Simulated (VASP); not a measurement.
Write the native input for VASP 6.6.1 that does the following.

- Task: relaxation of cell and atoms
- Functional: PBE
- Potentials or basis: VASP PAW PBE potentials, release 64 (Ta_pv, Ru_pv)
- Cutoff: 600 eV
- k mesh: 14 × 14 × 14
- Occupations: gaussian, width 0.1 eV
- Spin: no spin polarisation
- Dipole correction: no
- Further INCAR settings: ALGO = Fast; EDIFF = 1e-06; IBRION = 2; EDIFFG = -0.01; NSW = 100; ISIF = 3

The structure of Ta2Ru lies in POSCAR:

```
Ta2Ru
1.0
    0.0000000000      3.0822173972      3.0822173972
    3.0822173972      0.0000000000      3.0822173972
    3.0822173972      3.0822173972      0.0000000000
Ta Ru
2 1
Direct
    0.2500000000      0.2500000000      0.2500000000
    0.7500000000      0.7500000000      0.7500000000
    0.0000000000      0.0000000000      0.0000000000
```

These files were run (other wordings do the same):

INCAR

```
SYSTEM = Ta2Ru
PREC = Accurate
ENCUT = 600
EDIFF = 1E-6
ISMEAR = 0
SIGMA = 0.1
LREAL = .False.
LASPH = .True.
NELM = 80
ALGO = Fast
ISIF = 3
LWAVE = .False.
LCHARG = .False.
GGA = PE
IBRION = 2
NSW = 100
EDIFFG = -0.01
```

KPOINTS

```
Automatic mesh
0
Gamma
  14 14 14
  0 0 0
```

Potentials or basis: VASP PAW PBE potentials, release 64 (Ta_pv, Ru_pv).

The run is started by

```sh
$ cat potpaw_PBE.64/Ta_pv/POTCAR potpaw_PBE.64/Ru_pv/POTCAR > POTCAR
$ mpirun -np 1 vasp_std > vasp.out
```

It gave:

```
Pressure after relaxing : 0.0 GPa
Band gap on the k mesh  : zero (bands 18 and 19 overlap by 1.22 eV)
```

Caveat: the relaxation stopped at its first step, so nothing moved; spin-orbit coupling is left out, which moves the levels of the heavy elements.

Run time: 120 s on 1 thread of AMD EPYC 9R45 96-Core Processor (Zen 5) (shared host), peak memory 0.29 GiB.
